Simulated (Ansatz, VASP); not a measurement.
**Ru: VASP beside Ansatz**

```xyz
2
Lattice="2.7211 0.0000 0.0000 -1.3605 2.3565 0.0000 0.0000 0.0000 4.2949" Properties=species:S:1:pos:R:3 pbc="T T T"
Ru    0.0000    1.5710    1.0737
Ru    1.3605    0.7855    3.2212
```

Alike in both runs: task relaxation of cell and atoms; functional PBE; k mesh 17 × 17 × 10; occupations fermi-dirac, width 0.05 eV; no spin polarisation.

|  | VASP | Ansatz |
| --- | --- | --- |
| version | VASP 6.6.1 | Ansatz 0.2.0 |
| potentials or method | VASP PAW PBE potentials, release 64 (Ru_pv), cutoff 500 eV | all-electron LAPW, scalar-relativistic |

|  | VASP | Ansatz | Ansatz less VASP |
| --- | --- | --- | --- |
| relaxed volume (Å³/atom) | 13.77 | 13.77 | +0.001 |
| relaxed cell length with the largest relative difference (Å) | 2.721 | 2.721 | +0.0001 |

Ansatz ran all-electron here, and VASP with PAW potentials.
